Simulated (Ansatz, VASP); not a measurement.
**CsI in VASP and in Ansatz**

The input INCAR:

```
SYSTEM = CsI
  PREC = Accurate
  ENCUT = 450
  EDIFF = 1E-7
  ISMEAR = 0
  SIGMA = 0.01
  LREAL = .False.
  LASPH = .True.
  NELM = 120
  ALGO = Normal
  ISIF = 2
  LWAVE = .False.
  LCHARG = .False.
  IBRION = 2
  NSW = 50
  EDIFFG = -0.002
  GGA_COMPAT = .False.
  NELMIN = 4
```

File KPOINTS:

```
regular mesh
0
Gamma
  6 6 6
  0 0 0
```

File POSCAR:

```
CsI
1.0
    4.4017060310      0.0110042651      0.0110042651
    0.0110042651      4.4017060310      0.0110042651
    0.0110042651      0.0110042651      4.4017060310
Cs I
1 1
Direct
    0.0000000000      0.0000000000      0.0000000000
    0.5000000000      0.5000000000      0.5000000000
```

Input for Ansatz:

```yaml
crystal:
  lattice:
    - [4.40170603104, 0.01100426508, 0.01100426508]
    - [0.01100426508, 4.40170603104, 0.01100426508]
    - [0.01100426508, 0.01100426508, 4.40170603104]
  atoms:
    - { symbol: Cs, position: [0.0, 0.0, 0.0] }
    - { symbol: I, position: [0.5, 0.5, 0.5] }
kpoints:
  mp_grid: { grid: [6, 6, 6] }
scf:
  occupations: { method: fixed }
  convergence: { dr2_threshold: 1.0e-10 }
hamiltonian:
  xc: lda
  pseudopotentials: { kind: all_electron, lapw: { basis_error: 0.0005 } }
output:
  forces: true
  stress: true
  eigenstates:
    kpoints:
      - [0.0, 0.0, 0.0]
      - [0.0, 0.5, 0.5]
      - [0.5, 0.0, 0.5]
      - [0.5, 0.5, 0.0]
      - [-0.5, -0.5, -0.5]
      - [0.0, -0.5, 0.0]
      - [0.0, 0.0, -0.5]
      - [-0.5, 0.0, 0.0]
relax:
  f_tol: 0.002
  max_steps: 30
```

Change from the starting cell: equal xy, yz and zx engineering shears of +0.5 %.

Alike in both runs: task relaxation of the atoms; functional LDA; k mesh 6 × 6 × 6; no spin polarisation.

|  | VASP | Ansatz |
| --- | --- | --- |
| version | VASP 6.6.1 | Ansatz 0.2.0 |
| potentials or method | VASP PAW LDA potentials, release 64 (Cs_sv, I), cutoff 450 eV | all-electron LAPW, scalar-relativistic |
| occupations | gaussian, width 0.01 eV | fixed |

|  | VASP | Ansatz | Ansatz less VASP |
| --- | --- | --- | --- |
| gap on the k mesh at the Fermi level, each at its own relaxed structure (eV) | 3.77 | 3.80 | +0.034 |

LDA's correlation is that of Perdew and Zunger in VASP and of Perdew and Wang (1992) in Ansatz. Ansatz ran all-electron here, and VASP with PAW potentials.

Neither program's run includes spin-orbit coupling. Noted on VASP's run: the relaxation stopped at its first step, so nothing moved.
